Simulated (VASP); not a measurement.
Crystal: KMgF3.

```
K Mg F
1.0
     4.05419    0.00000    0.00000
     0.00000    4.05419    0.00000
     0.00000    0.00000    4.05419
K Mg F
1 1 3
Cartesian
  2.0271 2.0271 2.0271
  0.0000 0.0000 0.0000
  2.0271 0.0000 0.0000
  0.0000 2.0271 0.0000
  0.0000 0.0000 2.0271
```

| Property | Result |
| --- | --- |
| Program | VASP 6.6.1 |
| Task | relaxation of cell and atoms |
| Functional | PBE |
| Dispersion | D3(BJ) |
| Potentials or basis | VASP PAW PBE potentials, release 64 (K_sv, Mg, F) |
| Cutoff | 600 eV |
| k mesh | 6 × 6 × 6 |
| Occupations | gaussian, width 0.02 eV |
| Spin | no spin polarisation |

At the start: pressure -2.4 GPa; volume 13.33 Å³/atom.

**Question.** Where does the relaxation end?

**Answer.** Over 3 steps the energy falls by 3.6 meV/atom and the volume is 12.86 Å³/atom (-3.5 %); space group Pm-3m (No. 221, to 0.05 Å).

The path:
```tsv
step	energy change (eV)	largest force (eV/Å)	pressure (GPa)	volume (Å³)
1	0.0000	0.0000	-2.39	66.64
2	-0.0174	0.0000	-0.50	64.74
3	-0.0182	0.0000	-0.01	64.29
```

Final structure:
```
CELL_PARAMETERS angstrom
4.00599 0.00000 0.00000
0.00000 4.00599 0.00000
0.00000 0.00000 4.00599
ATOMIC_POSITIONS crystal
K 0.50000 0.50000 0.50000
Mg 0.00000 0.00000 0.00000
F 0.50000 0.00000 0.00000
F 0.00000 0.50000 0.00000
F 0.00000 0.00000 0.50000
```
